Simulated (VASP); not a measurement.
Here is a VASP 6.6.1 calculation.

Contents of POSCAR:

```
GaSb
1.0
    0.0000000000      3.0590000000      3.0590000000
    3.0590000000      0.0000000000      3.0590000000
    3.0590000000      3.0590000000      0.0000000000
Ga Sb
1 1
Direct
    0.0000000000      0.0000000000      0.0000000000
    0.7500000000      0.7500000000      0.7500000000
```

Contents of INCAR.step1:

```
SYSTEM = GaSb
  PREC = Accurate
  ENCUT = 400
  EDIFF = 1E-5
  ISMEAR = 0
  SIGMA = 0.01
  LREAL = .FALSE.
  LASPH = .TRUE.
  NELM = 120
  ALGO = Normal
  ISIF = 2
  LWAVE = .TRUE.
  LCHARG = .FALSE.
  NBANDS = 16
  GGA = PE
  GGA_COMPAT = .FALSE.
```

INCAR.step2

```
SYSTEM = GaSb
  PREC = Accurate
  ENCUT = 400
  EDIFF = 1E-6
  ISMEAR = 0
  SIGMA = 0.01
  LREAL = .FALSE.
  LASPH = .TRUE.
  NELM = 120
  ALGO = Normal
  ISIF = 2
  LWAVE = .FALSE.
  LCHARG = .FALSE.
  GGA = PE
  LHFCALC = .TRUE.
  AEXX = 0.2
  PRECFOCK = Normal
  NBANDS = 16
  ISTART = 1
  GGA_COMPAT = .FALSE.
```

File KPOINTS:

```
Automatic mesh
0
G
  4 4 4
  0 0 0
```

Potentials or basis: VASP PAW PBE potentials, release 64 (Ga_d, Sb).

Run with:

```bash
$ cat potpaw_PBE.64/Ga_d/POTCAR potpaw_PBE.64/Sb/POTCAR > POTCAR
$ cp INCAR.step1 INCAR
$ mpirun -np 1 vasp_std > vasp.out
$ cp INCAR.step2 INCAR
$ mpirun -np 1 vasp_std > vasp.out
```

(1) Predict the pressure.

(2) Predict the band gap on the k mesh.

Results:

(1) 0.5 GPa.

(2) 1.26 eV.

Caveat: the k points lie up to 0.44 Å⁻¹ apart; the PAW data sets were made with another functional, which shifts forces and pressure a little; spin-orbit coupling is left out, which moves the levels of the heavy elements.
